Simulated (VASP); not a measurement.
# Ga (Cmcm) in VASP: single point with PBE

Aim: the single point of Ga with PBE.

Everything below comes from runs of VASP 6.6.1. Logs are shortened: lines on timing, memory, paths and dates and some standing lists are left out, and cuts for length are marked.

## (1) The cell of the first run

Symmetry: Cmcm, No. 63, orthorhombic system. The conventional cell has a = 2.900 Å, b = 8.130 Å, c = 3.170 Å, α = 90.00°, β = 90.00°, γ = 90.00°. Within 3.5 Å of Ga (site symmetry m2m) lie 10 Ga at 2.68 to 3.17 Å.

## (2) Single point, PBE

The input, INCAR:

```
PREC     = Accurate       # precision mode
ENCUT    = 500            # plane-wave cutoff, eV
EDIFF    = 1E-6           # SCF threshold, eV
ISMEAR   = 0              # smearing method
SIGMA    = 0.05           # smearing width, eV
LREAL    = False          # projectors in reciprocal space
LASPH    = True           # aspherical terms in the spheres
NELM     = 120            # most SCF steps
ALGO     = Normal         # electronic algorithm
ISIF     = 2              # what is computed and relaxed
LWAVE    = False          # write WAVECAR
LCHARG   = False          # write CHGCAR
GGA      = PE             # functional
NBANDS   = 20             # bands
GGA_COMPAT= False
```

The input, KPOINTS:

```
Automatic mesh
0
Gamma
  14 14 12
```

The input, POSCAR:

```
Ga
1.0
    1.4500000000     -4.0650000000      0.0000000000
    1.4500000000      4.0650000000      0.0000000000
    0.0000000000      0.0000000000      3.1700000000
Ga
2
Direct
    0.8670000000      0.1330000000      0.2500000000
    0.1330000000      0.8670000000      0.7500000000
```

Potentials or basis: VASP PAW PBE potentials, release 64 (Ga_d).

Started as:

```bash
$ cat potpaw_PBE.64/Ga_d/POTCAR > POTCAR
$ mpirun -np 1 vasp_std > vasp.out
```

OUTCAR:

```text
PREC = Accurate
   ENCUT = 500
   EDIFF = 1E-6
   ISMEAR = 0
   LREAL = False
   LASPH = True
   NELM = 120
   ISIF = 2
   GGA = PE

 ion  position               nearest neighbor table
   1  0.867  0.133  0.250-   2 2.68   2 2.68   2 2.87   2 2.87   2 2.87   2 2.87
   2  0.133  0.867  0.750-   1 2.68   1 2.68   1 2.87   1 2.87   1 2.87   1 2.87

  LATTYP: Found a base centered orthorhombic cell.
 ALAT       =     2.9000000000
 B/A-ratio  =     2.8034482759
 C/A-ratio  =     1.0931034483

  Lattice vectors:

 A1 = (   1.4500000000,  -4.0650000000,   0.0000000000)
 A2 = (   1.4500000000,   4.0650000000,   0.0000000000)
 A3 = (   0.0000000000,   0.0000000000,   3.1700000000)

Analysis of symmetry for initial positions (statically):
=====================================================================
 Subroutine PRICEL returns:
 Original cell was already a primitive cell.

 Routine SETGRP: Setting up the symmetry group for a
 base centered orthorhombic supercell.

 Subroutine GETGRP returns: Found  8 space group operations
 (whereof  4 operations were pure point group operations)
 out of a pool of  8 trial point group operations.

The static configuration has the point symmetry C_2h.
 The point group associated with its full space group is D_2h.

Analysis of symmetry for dynamics (positions and initial velocities):
=====================================================================
 Subroutine PRICEL returns:
 Original cell was already a primitive cell.

 Routine SETGRP: Setting up the symmetry group for a
 base centered orthorhombic supercell.

 Subroutine GETGRP returns: Found  8 space group operations
 (whereof  4 operations were pure point group operations)
 out of a pool of  8 trial point group operations.

The dynamic configuration has the point symmetry C_2h.
 The point group associated with its full space group is D_2h.

 Subroutine INISYM returns: Found  8 space group operations
 (whereof  4 operations are pure point group operations),
 and found     1 'primitive' translations

----------------------------------------------------------------------------------------

                                     Primitive cell

  volume of cell :      37.3695

  direct lattice vectors                    reciprocal lattice vectors
     1.450000000 -4.065000000  0.000000000     0.344827586 -0.123001230  0.000000000
     1.450000000  4.065000000  0.000000000     0.344827586  0.123001230  0.000000000
     0.000000000  0.000000000  3.170000000     0.000000000  0.000000000  0.315457413

  length of vectors
     4.315868974  4.315868974  3.170000000     0.366108409  0.366108409  0.315457413

  position of ions in fractional coordinates (direct lattice)
     0.867000000  0.133000000  0.250000000
     0.133000000  0.867000000  0.750000000

  ion indices of the primitive-cell ions
   primitive index   ion index
                 1           1
                 2           2

----------------------------------------------------------------------------------------

 KPOINTS: Automatic mesh

Automatic generation of k-mesh.
 Grid dimensions read from file:
 generate k-points for:   14   14   12

 Generating k-lattice:

  Cartesian coordinates                     Fractional coordinates (reciprocal lattice)
     0.024630542 -0.008785802  0.000000000     0.071428571  0.000000000  0.000000000
     0.024630542  0.008785802  0.000000000     0.000000000  0.071428571  0.000000000
     0.000000000  0.000000000  0.026288118     0.000000000  0.000000000  0.083333333

  Length of vectors
     0.026150601  0.026150601  0.026288118

  Shift w.r.t. Gamma in fractional coordinates (k-lattice)
     0.000000000  0.000000000  0.000000000

 Subroutine IBZKPT returns following result:
 ===========================================

 Found    399 irreducible k-points:

 Following reciprocal coordinates:
            Coordinates               Weight
  0.000000  0.000000  0.000000      1.000000
  0.071429 -0.000000  0.000000      4.000000
  0.142857 -0.000000  0.000000      4.000000
  0.214286 -0.000000  0.000000      4.000000
  0.285714  0.000000  0.000000      4.000000
  0.357143  0.000000  0.000000      4.000000
[... 16 lines left out ...]
  0.214286  0.142857  0.000000      4.000000
  0.285714  0.142857  0.000000      4.000000
 [... further k-points ...]
   k-points           NKPTS =    399   k-points in BZ     NKDIM =    399   number of bands    NBANDS=     20
   number of dos      NEDOS =    301   number of ions     NIONS =      2
   total plane-waves  NPLWV =  24576
   dimension x,y,z NGX =    32 NGY =   32 NGZ =   24
   dimension x,y,z NGXF=    64 NGYF=   64 NGZF=   48
   ions per type =               2
   NGX,Y,Z   is equivalent  to a cutoff of  12.33, 12.33, 12.59 a.u.
   NGXF,Y,Z  is equivalent  to a cutoff of  24.65, 24.65, 25.17 a.u.
 SYSTEM =  unknown system
   PREC   = accura    normal or accurate (medium, high low for compatibility)
   ISTART =      0    job   : 0-new  1-cont  2-samecut
   ICHARG =      2    charge: 1-file 2-atom 10-const
   ISPIN  =      1    spin polarized calculation?
   LNONCOLLINEAR =      F non collinear calculations
   LSORBIT =      F    spin-orbit coupling
   LASPH  =      T    aspherical Exc in radial PAW
   ENCUT  =  500.0 eV  36.75 Ry    6.06 a.u.   7.87  7.87  5.78*2*pi/ulx,y,z
   NELM   =    120;   NELMIN=  2; NELMDL= -5     # of ELM steps
   EDIFF  = 0.1E-05   stopping-criterion for ELM
   LREAL  =      F    real-space projection
   EDIFFG = 0.1E-04   stopping-criterion for IOM
   NSW    =      0    number of steps for IOM
   IBRION =     -1    ionic relax: 0-MD 1-quasi-New 2-CG
   NFREE  =      0    steps in history (QN), initial steepest desc. (CG)
   ISIF   =      2    stress and relaxation
   ISYM   =      2    0-nonsym 1-usesym 2-fastsym
   POTIM  = 0.5000    time-step for ionic-motion
   TEBEG  =    0.0;   TEEND  =   0.0 temperature during run
   PSTRESS=    0.0 pullay stress
   NELECT =      26.0000    total number of electrons
   NUPDOWN=      -1.0000    fix difference up-down
   EMIN   =  10.00;   EMAX   =-10.00  energy-range for DOS
   EFERMI =   0.00;   METHOD = LEGACY
   ISMEAR =     0;   SIGMA  =   0.05  broadening in eV -4-tet -1-fermi 0-gaus
   EFERMI_NEDOS =   21; number of points for ismear=-14 and -15
   IALGO  =     38    algorithm
   IMIX   =      4    mixing-type and parameters
     AMIX     =   0.40;   BMIX     =  1.00
     AMIX_MAG =   1.60;   BMIX_MAG =  1.00
  volume/ion in A,a.u.               =      18.68       126.09
  Fermi-wavevector in a.u.,A,eV,Ry     =   1.450641  2.741314 28.631555  2.104360
  Thomas-Fermi vector in A             =   2.568230
   LORBIT       =      0    0 simple, 1 ext, 2 COOP (PROOUT), +10 PAW based schemes
   GGA     = PE    functional components
   LHFCALC =     F    Hartree Fock is set to
   AEXX    =    0.0000 exact exchange contribution
   IVDW    =     0    specifies the selected vdW correction
   LEPSILON=     F    determine dielectric tensor
   LRPA    =     F    only Hartree local field effects (RPA)
 non-spin polarized calculation
 Gauss-broadening in eV      SIGMA  =   0.05
  energy-cutoff  :      500.00
  volume of cell :       37.37
 maximum number of plane-waves:       978
   NGX = 15   NGY = 15   NGZ = 11

 number of electron      26.0000003 magnetization

 Free energy of the ion-electron system (eV)
  ---------------------------------------------------
  ext. energy  EPLUGINS =         0.00000000
  ---------------------------------------------------
  free energy    TOTEN  =        -5.75761386 eV

  energy without entropy =       -5.75620147  energy(sigma->0) =       -5.75690766

 E-fermi :   5.6858     XC(G=0): -11.0188

 val. band max:        5.6677872985   @ k =   0.3571   0.0714   0.2500
 cond. band min:       5.6877181976   @ k =   0.2143  -0.0000   0.1667
 fundamental gap:      0.0199308991
 Fermi energy:         5.6857805997

 k-point     1 :       0.0000    0.0000    0.0000
  band No.  band energies     occupation
      1      -9.5452      2.00000
      2      -9.5204      2.00000
      3      -9.4518      2.00000
      4      -9.4370      2.00000
      5      -9.2468      2.00000
      6      -9.2318      2.00000
[... 12 lines left out ...]
     19      16.9191      0.00000
     20      17.3903      0.00000

 k-point     2 :       0.0714   -0.0000    0.0000
  band No.  band energies     occupation
      1      -9.5399      2.00000
      2      -9.5171      2.00000
      3      -9.4499      2.00000
      4      -9.4168      2.00000
      5      -9.2527      2.00000
      6      -9.2381      2.00000
[... 12 lines left out ...]
     19      17.2390      0.00000
     20      18.5607      0.00000

 k-point     3 :       0.1429   -0.0000    0.0000
  band No.  band energies     occupation
      1      -9.5254      2.00000
      2      -9.5080      2.00000
      3      -9.4348      2.00000
      4      -9.3736      2.00000
      5      -9.2685      2.00000
      6      -9.2562      2.00000
[... 12 lines left out ...]
     19      17.8557      0.00000
     20      20.3634      0.00000

 k-point     4 :       0.2143   -0.0000    0.0000
  band No.  band energies     occupation
      1      -9.5049      2.00000
      2      -9.4951      2.00000
      3      -9.4113      2.00000
      4      -9.3419      2.00000
      5      -9.2833      2.00000
      6      -9.2685      2.00000
[... 12 lines left out ...]
     19      18.0005      0.00000
     20      21.7822      0.00000

 k-point     5 :       0.2857    0.0000    0.0000
  band No.  band energies     occupation
      1      -9.4832      2.00000
      2      -9.4814      2.00000
      3      -9.3919      2.00000
      4      -9.3588      2.00000
      5      -9.3147      2.00000
      6      -9.2303      2.00000
[... 12 lines left out ...]
     19      18.0475      0.00000
     20      20.0541      0.00000
[... 353 lines left out ...]
      6      -9.2358      2.00000
[... 12 lines left out ...]
     19      16.4991      0.00000
     20      17.2692      0.00000

 k-point    22 :       0.1429    0.1429    0.0000
  band No.  band energies     occupation
      1      -9.4968      2.00000
      2      -9.4928      2.00000
      3      -9.3913      2.00000
      4      -9.3209      2.00000
      5      -9.2914      2.00000
      6      -9.2742      2.00000
[... 12 lines left out ...]
     19      18.7705      0.00000
     20      21.2324      0.00000

 k-point    23 :       0.2143    0.1429    0.0000
  band No.  band energies     occupation
      1      -9.4883      2.00000
      2      -9.4720      2.00000
      3      -9.4134      2.00000
      4      -9.3196      2.00000
      5      -9.3121      2.00000
      6      -9.2630      2.00000
[... 12 lines left out ...]
     19      18.5781      0.00000
     20      19.8624      0.00000

 k-point    24 :       0.2857    0.1429    0.0000
  band No.  band energies     occupation
      1      -9.4794      2.00000
      2      -9.4586      2.00000
      3      -9.4314      2.00000
      4      -9.3322      2.00000
      5      -9.3238      2.00000
      6      -9.2635      2.00000
[... 12 lines left out ...]
     19      17.5501      0.00000
     20      18.7885      0.00000

 [... further k-points ...]
[... 5 lines left out ...]
  --------------------------------------------------------------------------------------
  -------------------------------------------------------------------------------------
  Total       -0.1081275      0.5934015      0.6173409      0.0000000     -0.0000000      0.0000000
  in kB       -4.6358469     25.4414248     26.4677980      0.0000000     -0.0000000      0.0000000
  external PRESSURE =      15.7577919 kB  Pullay stress =       0.0000000 kB

 VOLUME and BASIS-vectors are now :
 -----------------------------------------------------------------------------
  energy-cutoff  :      500.00
  volume of cell :       37.37
      direct lattice vectors                 reciprocal lattice vectors
     1.450000000 -4.065000000  0.000000000     0.344827586 -0.123001230  0.000000000
     1.450000000  4.065000000  0.000000000     0.344827586  0.123001230  0.000000000
     0.000000000  0.000000000  3.170000000     0.000000000  0.000000000  0.315457413

 POSITION                                       TOTAL-FORCE (eV/Angst)
 -----------------------------------------------------------------------------------
      1.45000     -2.98371      0.79250         0.000000      0.208125     -0.000000
      1.45000      2.98371      2.37750         0.000000     -0.208125      0.000000
 -----------------------------------------------------------------------------------
    total drift:                                0.000000      0.000000     -0.000000

  FREE ENERGIE OF THE ION-ELECTRON SYSTEM (eV)
  ---------------------------------------------------
  free  energy   TOTEN  =        -5.7576138602 eV

  energy  without entropy=       -5.7562014650  energy(sigma->0) =       -5.75690766
```

Run time: 2 min. Hardware: 1 thread of AMD EPYC 9R45 (Zen 5), shared host; peak memory 0.31 GiB.

What came out:

```
Free energy            : -5.7576 eV
Pressure               : 1.6 GPa
Largest force          : 0.208 eV/Å
Band gap on the k mesh : zero (band 13 reaches 10.79 eV, above the bottom of band 14 at 1.41 eV)
```

Forces on the atoms (eV/Å):
```
Ga   0.000  0.208  0.000
Ga   0.000 -0.208  0.000
```

Levels at points of the mesh, in eV from the Fermi level:
| k point | band 9 | band 10 | band 11 | band 12 | band 13 | band 14 | band 15 | band 16 | band 17 | band 18 |
| --- | --- | --- | --- | --- | --- | --- | --- | --- | --- | --- |
| (0.00, 0.00, 0.00) | -14.87 | -14.71 | -11.28 | -2.30 | -1.61 | 2.86 | 6.55 | 7.80 | 8.73 | 10.44 |
| (0.50, 0.00, 0.00) | -14.78 | -14.77 | -6.74 | -5.45 | -1.80 | -0.46 | 6.46 | 6.69 | 8.87 | 9.29 |
| (0.50, 0.50, 0.00) | -14.83 | -14.78 | -9.25 | -8.62 | 5.10 | 5.76 | 5.83 | 7.05 | 7.16 | 9.36 |
| (0.00, 0.00, 0.50) | -14.80 | -14.80 | -7.45 | -7.45 | 1.82 | 1.82 | 2.47 | 2.47 | 10.31 | 10.31 |
| (0.50, 0.00, 0.50) | -14.76 | -14.76 | -3.09 | -3.09 | -1.63 | -1.63 | 1.83 | 1.83 | 4.21 | 4.21 |
| (0.50, 0.50, 0.50) | -14.84 | -14.84 | -5.63 | -5.63 | -4.27 | -4.27 | 9.56 | 9.56 | 11.39 | 11.39 |
